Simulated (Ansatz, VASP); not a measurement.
# Na in VASP and in Ansatz

```xyz
2
Lattice="3.5952 0.0000 0.0000 -1.7976 3.1135 0.0000 0.0000 0.0000 6.1030" Properties=species:S:1:pos:R:3 pbc="T T T"
Na   -0.6720    2.0757    1.5258
Na    2.4696    1.0378    4.5773
```

Change from the starting cell: mode 4 frozen in at -0.700 Å, equal normal strain along x and y -0.0400.

Alike in both runs: task single point; functional PBE; k mesh 15 × 15 × 8; occupations gaussian, width 0.15 eV; no spin polarisation.

|  | VASP | Ansatz |
| --- | --- | --- |
| version | VASP 6.6.1 | Ansatz 0.2.0 |
| potentials or method | VASP PAW PBE potentials, release 64 (Na_pv), cutoff 520 eV | scalar-relativistic, plane waves, PAW |
| valence electrons in the cell | 14 | 18 |

Ansatz gave:

```
gap on the k mesh at the Fermi level (eV)                     : none
pressure (GPa)                                                : 0.9
traceless stress, the component that is largest in VASP (GPa) : -0.53
rms of the force components (eV/Å)                            : 0.075
```

Question: What did VASP give for the same quantities?

Answer: gap on the k mesh at the Fermi level (eV): none; pressure (GPa): 0.9; traceless stress, the component that is largest in VASP (GPa): -0.53; rms of the force components (eV/Å): 0.076.

Atom by atom the forces differ by 0.000 eV/Å (rms over components). A gap of «none» marks a metal or a gap that the smearing closes. With one functional, cell and mesh, what is left measures potentials, basis and numerics. VASP's potentials hold 14 valence electrons a cell and Ansatz's 18, so a difference there can come from the potentials and not from the codes.
